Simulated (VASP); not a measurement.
Runs of VASP 6.6.1 on Sn. The structure is that of space group Fd-3m (No. 227), or close to it. The cells are those of the table. 

```tsv
cell	gap on the mesh (eV)	pressure (GPa)
a = 4.511 Å, angles 60.0°, 2 atoms	none	6.3
a = 4.479 Å, angles 60.0°, 2 atoms	none	(a)
a = 4.662 Å, angles 60.0°, 2 atoms	none	1.2
a = 4.603 Å, angles 60.0°, 2 atoms	none	2.9
a = 4.573 Å, angles 60.0°, 2 atoms	none	3.9
a = 4.633 Å, angles 60.0°, 2 atoms	none	(b)
a = 4.542 Å, angles 60.0°, 2 atoms	none	5.0
```

Alike in all rows: task single point; level PBE; potentials or basis VASP PAW PBE potentials, release 64 (Sn_d); no spin polarisation; k mesh 6 × 6 × 6; cutoff (eV) 520; smearing fermi-dirac 0.15 eV.

Task: Fill in the values left out.

Result: (a) 7.7; (b) 2.0.

Caveats: spin-orbit coupling is left out, which moves the levels of the heavy elements.

A k mesh can miss the band edges, and the runs leave out spin-orbit coupling on Sn.

A gap of «none» marks levels without a gap at the run's occupations.
